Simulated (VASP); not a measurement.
Al, 1 atom in the cell. The typed cell holds 1 atom: a = 2.839 Å, b = 2.840 Å, c = 2.869 Å, α = 60.19°, β = 62.21°, γ = 59.49°. 

| Item | Value |
| --- | --- |
| Program | VASP 6.6.1 |
| Task | single point |
| Functional | PBEsol-based screened hybrid |
| Potentials or basis | VASP PAW PBE potentials, release 64 (Al) |
| Cutoff | 400 eV |
| k mesh | 6 × 6 × 6 |
| Occupations | fermi-dirac, width 0.05 eV |
| Spin | no spin polarisation |
| Dipole correction | no |
| Grid for exact exchange (PRECFOCK) | Normal |
| Share of exact exchange | 0.25 |
| Further INCAR settings | ALGO = Normal; EDIFF = 1e-06; NBANDS = 8 |
| Screening parameter | 0.207 1/Å |

Potentials or basis: VASP PAW PBE potentials, release 64 (Al).

Launch:

```console
$ cat potpaw_PBE.64/Al/POTCAR > POTCAR
$ cp INCAR.step1 INCAR
$ mpirun -np 1 vasp_std > vasp.out
$ cp INCAR.step2 INCAR
$ mpirun -np 1 vasp_std > vasp.out
```

Hardware: 1 thread of AMD EPYC 7R13, with other jobs on the host.

Task: Estimate the wall time of this run.

Result: Wall time 16 min on 1 thread of AMD EPYC 7R13, on a shared host, peak memory 0.19 GiB. Counts: k points 112.
